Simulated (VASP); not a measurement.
# BiO (Pm-3m) in VASP: relaxation of cell and atoms with PBE

Aim: the relaxation of cell and atoms of BiO with PBE.

Everything below comes from runs of VASP 6.6.1. Logs are shortened: lines on timing, memory, paths and dates and some standing lists are left out, and cuts for length are marked.

## 1. The cell of the first run

Symmetry: Pm-3m, No. 221, cubic system. The conventional cell has a = 3.464 Å, b = 3.464 Å, c = 3.464 Å, α = 90.00°, β = 90.00°, γ = 90.00°. Bi (site symmetry m-3m) has 8 O at 3.00 Å and 6 Bi at 3.46 Å within 4.0 Å. Within 4.0 Å of O (site symmetry m-3m) lie 8 Bi at 3.00 Å and 6 O at 3.46 Å.

## 2. Relaxation of cell and atoms, PBE

File INCAR:

```
SYSTEM = BiO
ALGO = Normal
EDIFF = 1E-7
EDIFFG = -0.08
ENCUT = 600
GGA = PE
GGA_COMPAT = .FALSE.
IBRION = 2
ISIF = 3
ISMEAR = 0
LASPH = .TRUE.
LCHARG = .FALSE.
LREAL = .FALSE.
LWAVE = .FALSE.
NELM = 120
NELMIN = 4
NSW = 36
PREC = Accurate
SIGMA = 0.2
```

File KPOINTS:

```
k-points
0
G
  6 6 6
  0 0 0
```

File POSCAR:

```
BiO
1.0
    3.4641467000      0.0000000000      0.0000000000
    0.0000000000      3.4641467000      0.0000000000
    0.0000000000      0.0000000000      3.4641467000
Bi O
1 1
Direct
    0.5000000000      0.5000000000      0.5000000000
    0.0000000000      0.0000000000      0.0000000000
```

Potentials or basis: VASP PAW PBE potentials, release 64 (Bi_d, O).

The run is started by

```console
> cat potpaw_PBE.64/Bi_d/POTCAR potpaw_PBE.64/O/POTCAR > POTCAR
> mpirun -np 1 vasp_std > vasp.out
```

OUTCAR:

```text
SYSTEM = BiO
   EDIFF = 1E-7
   EDIFFG = -0.08
   ENCUT = 600
   GGA = PE
   IBRION = 2
   ISIF = 3
   ISMEAR = 0
   LASPH = .TRUE.
   LREAL = .FALSE.
   NELM = 120
   NELMIN = 4
   NSW = 36
   PREC = Accurate

 ion  position               nearest neighbor table
   1  0.500  0.500  0.500-
   2  0.000  0.000  0.000-

  LATTYP: Found a simple cubic cell.
 ALAT       =     3.4641467000

  Lattice vectors:

 A1 = (   3.4641467000,   0.0000000000,   0.0000000000)
 A2 = (   0.0000000000,   3.4641467000,   0.0000000000)
 A3 = (   0.0000000000,   0.0000000000,   3.4641467000)

Analysis of symmetry for initial positions (statically):
=====================================================================
 Subroutine PRICEL returns:
 Original cell was already a primitive cell.

 Routine SETGRP: Setting up the symmetry group for a
 simple cubic supercell.

 Subroutine GETGRP returns: Found 48 space group operations
 (whereof 48 operations were pure point group operations)
 out of a pool of 48 trial point group operations.

The static configuration has the point symmetry O_h .

Analysis of symmetry for dynamics (positions and initial velocities):
=====================================================================
 Subroutine PRICEL returns:
 Original cell was already a primitive cell.

 Routine SETGRP: Setting up the symmetry group for a
 simple cubic supercell.

 Subroutine GETGRP returns: Found 48 space group operations
 (whereof 48 operations were pure point group operations)
 out of a pool of 48 trial point group operations.

The dynamic configuration has the point symmetry O_h .

 Subroutine INISYM returns: Found 48 space group operations
 (whereof 48 operations are pure point group operations),
 and found     1 'primitive' translations

----------------------------------------------------------------------------------------

                                     Primitive cell

  volume of cell :      41.5708

  direct lattice vectors                    reciprocal lattice vectors
     3.464146700  0.000000000  0.000000000     0.288671378  0.000000000  0.000000000
     0.000000000  3.464146700  0.000000000     0.000000000  0.288671378  0.000000000
     0.000000000  0.000000000  3.464146700     0.000000000  0.000000000  0.288671378

  length of vectors
     3.464146700  3.464146700  3.464146700     0.288671378  0.288671378  0.288671378

  position of ions in fractional coordinates (direct lattice)
     0.500000000  0.500000000  0.500000000
     0.000000000  0.000000000  0.000000000

  ion indices of the primitive-cell ions
   primitive index   ion index
                 1           1
                 2           2

----------------------------------------------------------------------------------------

 KPOINTS: k-points

Automatic generation of k-mesh.
 Grid dimensions read from file:
 generate k-points for:    6    6    6

 Generating k-lattice:

  Cartesian coordinates                     Fractional coordinates (reciprocal lattice)
     0.048111896  0.000000000  0.000000000     0.166666667  0.000000000  0.000000000
     0.000000000  0.048111896  0.000000000     0.000000000  0.166666667  0.000000000
     0.000000000  0.000000000  0.048111896     0.000000000  0.000000000  0.166666667

  Length of vectors
     0.048111896  0.048111896  0.048111896

  Shift w.r.t. Gamma in fractional coordinates (k-lattice)
     0.000000000  0.000000000  0.000000000

 Subroutine IBZKPT returns following result:
 ===========================================

 Found     20 irreducible k-points:

 Following reciprocal coordinates:
            Coordinates               Weight
  0.000000  0.000000  0.000000      1.000000
  0.166667  0.000000  0.000000      6.000000
  0.333333  0.000000  0.000000      6.000000
  0.500000  0.000000  0.000000      3.000000
  0.166667  0.166667  0.000000     12.000000
  0.333333  0.166667  0.000000     24.000000
[... 12 lines left out ...]
  0.500000  0.500000  0.333333      6.000000
  0.500000  0.500000  0.500000      1.000000
   k-points           NKPTS =     20   k-points in BZ     NKDIM =     20   number of bands    NBANDS=     14
   number of dos      NEDOS =    301   number of ions     NIONS =      2
   total plane-waves  NPLWV =  21952
   dimension x,y,z NGX =    28 NGY =   28 NGZ =   28
   dimension x,y,z NGXF=    56 NGYF=   56 NGZF=   56
   ions per type =               1   1
   NGX,Y,Z   is equivalent  to a cutoff of  13.44, 13.44, 13.44 a.u.
   NGXF,Y,Z  is equivalent  to a cutoff of  26.87, 26.87, 26.87 a.u.
 SYSTEM =  BiO
   PREC   = accura    normal or accurate (medium, high low for compatibility)
   ISTART =      0    job   : 0-new  1-cont  2-samecut
   ICHARG =      2    charge: 1-file 2-atom 10-const
   ISPIN  =      1    spin polarized calculation?
   LNONCOLLINEAR =      F non collinear calculations
   LSORBIT =      F    spin-orbit coupling
   LASPH  =      T    aspherical Exc in radial PAW
   ENCUT  =  600.0 eV  44.10 Ry    6.64 a.u.   6.92  6.92  6.92*2*pi/ulx,y,z
   NELM   =    120;   NELMIN=  4; NELMDL= -5     # of ELM steps
   EDIFF  = 0.1E-06   stopping-criterion for ELM
   LREAL  =      F    real-space projection
   EDIFFG = -.8E-01   stopping-criterion for IOM
   NSW    =     36    number of steps for IOM
   IBRION =      2    ionic relax: 0-MD 1-quasi-New 2-CG
   NFREE  =      1    steps in history (QN), initial steepest desc. (CG)
   ISIF   =      3    stress and relaxation
   ISYM   =      2    0-nonsym 1-usesym 2-fastsym
   POTIM  = 0.5000    time-step for ionic-motion
   TEBEG  =    0.0;   TEEND  =   0.0 temperature during run
   PSTRESS=    0.0 pullay stress
   NELECT =      21.0000    total number of electrons
   NUPDOWN=      -1.0000    fix difference up-down
   EMIN   =  10.00;   EMAX   =-10.00  energy-range for DOS
   EFERMI =   0.00;   METHOD = LEGACY
   ISMEAR =     0;   SIGMA  =   0.20  broadening in eV -4-tet -1-fermi 0-gaus
   EFERMI_NEDOS =   21; number of points for ismear=-14 and -15
   IALGO  =     38    algorithm
   IMIX   =      4    mixing-type and parameters
     AMIX     =   0.40;   BMIX     =  1.00
     AMIX_MAG =   1.60;   BMIX_MAG =  1.00
  volume/ion in A,a.u.               =      20.79       140.27
  Fermi-wavevector in a.u.,A,eV,Ry     =   1.303822  2.463866 23.129250  1.699952
  Thomas-Fermi vector in A             =   2.434799
   LORBIT       =      0    0 simple, 1 ext, 2 COOP (PROOUT), +10 PAW based schemes
   GGA     = PE    functional components
   LHFCALC =     F    Hartree Fock is set to
   AEXX    =    0.0000 exact exchange contribution
   IVDW    =     0    specifies the selected vdW correction
   LEPSILON=     F    determine dielectric tensor
   LRPA    =     F    only Hartree local field effects (RPA)
 conjugate gradient relaxation of ions
 non-spin polarized calculation
 Gauss-broadening in eV      SIGMA  =   0.20
  energy-cutoff  :      600.00
  volume of cell :       41.57
 maximum number of plane-waves:      1409
 NGX is ok and might be reduce to    28
   NGX = 13   NGY = 13   NGZ = 13

--------------------------------------- Ionic step        1  -------------------------------------------

 number of electron      20.9999991 magnetization

 Free energy of the ion-electron system (eV)
  ---------------------------------------------------
  ext. energy  EPLUGINS =         0.00000000
  ---------------------------------------------------
  free energy    TOTEN  =        -8.90013755 eV

  energy without entropy =       -8.87256434  energy(sigma->0) =       -8.88635095

------------------------ aborting loop because EDIFF is reached ----------------------------------------

  FORCE on cell =-STRESS in cart. coord.  units (eV):
  Direction    XX          YY          ZZ          XY          YZ          ZX
  --------------------------------------------------------------------------------------
  -------------------------------------------------------------------------------------
  Total       -3.5913556     -3.5913556     -3.5913556      0.0000000      0.0000000      0.0000000
  in kB     -138.4140459   -138.4140459   -138.4140459      0.0000000      0.0000000      0.0000000
  external PRESSURE =    -138.4140459 kB  Pullay stress =       0.0000000 kB

 VOLUME and BASIS-vectors are now :
 -----------------------------------------------------------------------------
  energy-cutoff  :      600.00
  volume of cell :       41.57
      direct lattice vectors                 reciprocal lattice vectors
     3.464146700  0.000000000  0.000000000     0.288671378  0.000000000  0.000000000
     0.000000000  3.464146700  0.000000000     0.000000000  0.288671378  0.000000000
     0.000000000  0.000000000  3.464146700     0.000000000  0.000000000  0.288671378
[... 37 lines left out ...]
 POSITION                                       TOTAL-FORCE (eV/Angst)
 -----------------------------------------------------------------------------------
      1.58203      1.58203      1.58203         0.000000      0.000000      0.000000
      0.00000      0.00000      0.00000        -0.000000     -0.000000      0.000000
 -----------------------------------------------------------------------------------
    total drift:                                0.000000      0.000000      0.000000

  FREE ENERGIE OF THE ION-ELECTRON SYSTEM (eV)
  ---------------------------------------------------
  free  energy   TOTEN  =        -9.2970870760 eV

  energy  without entropy=       -9.2807318154  energy(sigma->0) =       -9.28890945

--------------------------------------- Ionic step        3  -------------------------------------------

 number of electron      20.9999991 magnetization

 Free energy of the ion-electron system (eV)
  ---------------------------------------------------
  ext. energy  EPLUGINS =         0.00000000
  ---------------------------------------------------
  free energy    TOTEN  =        -9.33170283 eV

  energy without entropy =       -9.31505019  energy(sigma->0) =       -9.32337651

 E-fermi :   8.7875     XC(G=0): -11.3447

 val. band max:        8.6243060023   @ k =   0.5000   0.3333   0.3333
 cond. band min:       8.7950133537   @ k =   0.3333   0.3333   0.3333
 fundamental gap:      0.1707073514
 Fermi energy:         8.7874968623

 k-point     1 :       0.0000    0.0000    0.0000
  band No.  band energies     occupation
      1     -15.0394      2.00000
      2     -15.0394      2.00000
      3     -14.6557      2.00000
      4     -14.6557      2.00000
      5     -14.6557      2.00000
      6      -9.9116      2.00000
      7      -2.8594      2.00000
      8       5.4887      2.00000
      9       5.4887      2.00000
     10       5.4887      2.00000
     11      14.0613      0.00000
     12      14.0613      0.00000
     13      14.0613      0.00000
     14      15.8536      0.00000

 k-point     2 :       0.1667    0.0000    0.0000
  band No.  band energies     occupation
      1     -15.0357      2.00000
      2     -14.9682      2.00000
      3     -14.6792      2.00000
      4     -14.6792      2.00000
      5     -14.6537      2.00000
      6      -9.7235      2.00000
      7      -3.0029      2.00000
      8       5.3603      2.00000
      9       5.6824      2.00000
     10       5.6824      2.00000
[... 330 lines left out ...]
 POSITION                                       TOTAL-FORCE (eV/Angst)
 -----------------------------------------------------------------------------------
      1.61095      1.61095      1.61095         0.000000      0.000000      0.000000
      0.00000      0.00000      0.00000        -0.000000     -0.000000      0.000000
 -----------------------------------------------------------------------------------
    total drift:                                0.000000      0.000000      0.000000

  FREE ENERGIE OF THE ION-ELECTRON SYSTEM (eV)
  ---------------------------------------------------
  free  energy   TOTEN  =        -9.3317028295 eV

  energy  without entropy=       -9.3150501896  energy(sigma->0) =       -9.32337651

 reached required accuracy - stopping structural energy minimisation
```

Wall time 27 s (1 thread of Intel Xeon 6975P-C, shared host); peak memory 0.17 GiB.

What came out:

```yaml
Free_energy: -9.3317 eV
Relaxed_volume: 16.72 Å³/atom
Relaxed_cell: a = 3.222 Å, b = 3.222 Å, c = 3.222 Å, α = 90.00°, β = 90.00°, γ = 90.00°
Space_group_after_relaxing_to_0.05_Å: Pm-3m (No. 221)
Energy_gained_by_relaxing: 215.8 meV/atom
Ionic_steps: 3
Pressure_after_relaxing: 0.0 GPa
```

The path:
| step | energy change (eV) | largest force (eV/Å) | pressure (GPa) | volume (Å³) |
| --- | --- | --- | --- | --- |
| 1 | 0.0000 | 0.0000 | -13.84 | 41.57 |
| 2 | -0.3969 | 0.0000 | 6.57 | 31.68 |
| 3 | -0.4316 | 0.0000 | 0.02 | 33.45 |

Final structure:
```yaml
crystal:
  lattice:
    - [3.22190, 0.00000, 0.00000]
    - [0.00000, 3.22190, 0.00000]
    - [0.00000, 0.00000, 3.22190]
  atoms:
    - { symbol: Bi, position: [0.50000, 0.50000, 0.50000] }
    - { symbol: O, position: [0.00000, 0.00000, 0.00000] }
```

Levels at points of the mesh, in eV from the Fermi level:
```tsv
k point	band 7	band 8	band 9	band 10	band 11	band 12	band 13	band 14
(0.00, 0.00, 0.00)	-11.65	-3.30	-3.30	-3.30	5.27	5.27	5.27	7.07
(0.50, 0.00, 0.00)	-12.36	-3.03	-2.45	-2.45	-1.79	4.44	4.44	9.98
(0.50, 0.50, 0.00)	-10.02	-6.30	-6.30	-2.37	1.51	1.51	6.63	7.38
(0.50, 0.50, 0.50)	-8.02	-3.79	-3.79	-3.79	-2.04	-2.04	-2.04	10.81
```

Caveat: the volume moved by over 15 % at a fixed basis, so the end points are rough; spin-orbit coupling is left out, which moves the levels of the heavy elements; an odd number of electrons without spin polarisation forces a metal; a magnetic or distorted state may lie lower.
